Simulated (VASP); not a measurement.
A run of VASP 6.6.1 is set up as follows.

Contents of INCAR:

```
ALGO = Normal
DIPOL = 0.5 0.5 0.421
EDIFF = 1E-6
ENCUT = 520
GGA = PE
IDIPOL = 3
ISIF = 2
ISMEAR = 0
IVDW = 12
LASPH = True
LCHARG = False
LDIPOL = True
LREAL = False
LWAVE = False
NBANDS = 35
NELM = 100
PREC = Accurate
SIGMA = 0.05
```

The input KPOINTS:

```
k-points
0
Gamma
  9 9 1
```

POSCAR

```
WS2
1.0
    3.1595457497      0.0000000000      0.0000000000
   -1.5797728749      2.7362468836      0.0000000000
    0.0000000000      0.0000000000     23.8042575719
S W
4 2
Direct
    0.3333333333      0.6666666667      0.1890418126
    0.3333333333      0.6666666667      0.3214605103
    0.3333333333      0.6666666667      0.5205845529
    0.3333333333      0.6666666667      0.6530032506
    0.6666666667      0.3333333333      0.2552511581
    0.0000000000      1.0000000000      0.5867938984
```

Potentials or basis: VASP PAW PBE potentials, release 64 (S, W_sv).

Run with:

```sh
$ cat potpaw_PBE.64/S/POTCAR potpaw_PBE.64/W_sv/POTCAR > POTCAR
$ mpirun -np 1 vasp_std > vasp.out
```

Question: What does it give for the largest force?

Answer: 0.046 eV/Å.

Question: Estimate the dispersion energy per atom.

Answer: -0.328 eV.

Forces in eV/Å, atoms in the order of the input:
```
S    0.000  0.000  0.000
S    0.000  0.000  0.046
S    0.000  0.000 -0.046
S    0.000  0.000  0.000
W    0.000  0.000  0.022
W    0.000  0.000 -0.022
```
